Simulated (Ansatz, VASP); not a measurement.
**F: VASP beside Ansatz**

File INCAR:

```
SYSTEM = F
  PREC = Accurate
  ENCUT = 520
  EDIFF = 1E-7
  ISMEAR = 0
  SIGMA = 0.02
  LREAL = .False.
  LASPH = .True.
  NELM = 80
  ALGO = Normal
  ISIF = 2
  LWAVE = .False.
  LCHARG = .True.
  GGA = PE
  LELF = .True.
  LVHAR = .True.
  NBANDS = 22
```

The input KPOINTS:

```
regular mesh
0
Gamma
  1 1 1
  0 0 0
```

The input POSCAR:

```
F
1.0
    2.7500000000     -1.6400000000      0.0000000000
    2.7500000000      1.6400000000      0.0000000000
   -1.5347200000      0.0000000000      7.1163900000
F
4
Direct
    0.9680000000      0.6020000000      0.0997000000
    0.3980000000      0.0320000000      0.4003000000
    0.0320000000      0.3980000000      0.9003000000
    0.6020000000      0.9680000000      0.5997000000
```

Input for Ansatz:

```yaml
crystal:
  lattice:
    - [2.75, -1.64, 0.0]
    - [2.75, 1.64, 0.0]
    - [-1.53472, 0.0, 7.11639]
  atoms:
    - { symbol: F, position: [0.968, 0.602, 0.0997] }
    - { symbol: F, position: [0.398, 0.032, 0.4003] }
    - { symbol: F, position: [0.032, 0.398, 0.9003] }
    - { symbol: F, position: [0.602, 0.968, 0.5997] }
basis:
  ecutwfc: 420
kpoints:
  mp_grid: { grid: [1, 1, 1] }
hamiltonian:
  xc: pbe
scf:
  occupations: { method: gaussian, width: 0.02 }
output:
  forces: true
  stress: true
  eigenvalues: true
```

Alike in both runs: task single point; functional PBE; k mesh 1 × 1 × 1; occupations gaussian, width 0.02 eV; no spin polarisation.

|  | VASP | Ansatz |
| --- | --- | --- |
| version | VASP 6.6.1 | Ansatz 0.2.0 |
| potentials or method | VASP PAW PBE potentials, release 64 (F), cutoff 520 eV | scalar-relativistic, plane waves, PAW |
| valence electrons in the cell | 28 | 28 |

Ansatz gave:

| Quantity | Value |
| --- | --- |
| gap on the k mesh at the Fermi level (eV) | 1.91 |
| least direct gap on the mesh (eV) | 1.91 |
| pressure (GPa) | 14.3 |
| traceless stress, the component that is largest in VASP (GPa) | -33.72 |
| rms of the force components (eV/Å) | 1.700 |

**Question.** What did VASP give for the same quantities?

**Answer.** gap on the k mesh at the Fermi level (eV): 1.85; least direct gap on the mesh (eV): 1.85; pressure (GPa): 14.5; traceless stress, the component that is largest in VASP (GPa): -32.77; rms of the force components (eV/Å): 1.565.

Atom by atom the forces differ by 0.142 eV/Å (rms over components). With one functional, cell and mesh, what is left measures potentials, basis and numerics.

The k mesh is coarse, so the values compare programs but aren't converged.
